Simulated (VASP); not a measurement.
A run of VASP 6.6.1:

Contents of INCAR:

```
  ALGO = Normal
  EDIFF = 1E-6
  ENCUT = 910
  GGA = PS
  GGA_COMPAT = False
  ISIF = 2
  ISMEAR = -1
  IVDW = 13
  LASPH = True
  LCHARG = True
  LELF = True
  LREAL = False
  LVHAR = True
  LWAVE = False
  NBANDS = 11
  NELM = 120
  PREC = Accurate
  SIGMA = 0.05
```

KPOINTS

```
k-points
0
Gamma
  13 13 13
```

POSCAR

```
C
1.0
    0.0000000000      1.7714007132      1.7714007132
    1.7714007132      0.0000000000      1.7714007132
    1.7714007132      1.7714007132      0.0000000000
C
2
Direct
    0.7500000000      0.7500000000      0.7500000000
    0.5000000000      0.5000000000      0.5000000000
```

Potentials or basis: VASP PAW PBE potentials, release 64 (C_h).

Run with:

```sh
$ cat potpaw_PBE.64/C_h/POTCAR > POTCAR
$ mpirun -np 1 vasp_std > vasp.out
```

Hardware: 1 thread of Intel(R) Xeon(R) Platinum 8488C (Sapphire Rapids) (shared host).

Problem. How long does it take, and how much memory?

Solution. It took 21 s on 1 thread of Intel(R) Xeon(R) Platinum 8488C (Sapphire Rapids), with other jobs on the host, peak memory 0.15 GiB. Counts: scf iterations 11, k points 84.
